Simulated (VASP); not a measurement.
A run of VASP 6.6.1 is set up as follows.

File INCAR:

```
ALGO = Normal
EDIFF = 1E-6
ENCUT = 500
GGA_COMPAT = F
ISIF = 2
ISMEAR = -1
LASPH = T
LCHARG = T
LELF = T
LREAL = F
LVHAR = T
LWAVE = F
NBANDS = 17
NELM = 120
PREC = Accurate
SIGMA = 0.005
```

KPOINTS

```
k-points
0
Gamma
  12 12 12
```

Contents of POSCAR:

```
PbS
1.0
    0.0000000000      2.3946037554      2.3946037554
    2.3946037554      0.0000000000      2.3946037554
    2.3946037554      2.3946037554      0.0000000000
Pb S
1 1
Direct
    0.0000000000      0.0000000000      0.0000000000
    0.5000000000      0.5000000000      0.5000000000
```

Potentials or basis: VASP PAW LDA potentials, release 64 (Pb_d, S).

Launch:

```sh
$ cat potpaw_LDA.64/Pb_d/POTCAR potpaw_LDA.64/S/POTCAR > POTCAR
$ mpirun -np 1 vasp_std > vasp.out
```

What does it give for the pressure?

130.3 GPa.

Estimate the band gap on the k mesh.

zero (band 10 reaches 17.27 eV, above the bottom of band 11 at 15.97 eV).

Caveat: spin-orbit coupling is left out, which moves the levels of the heavy elements.
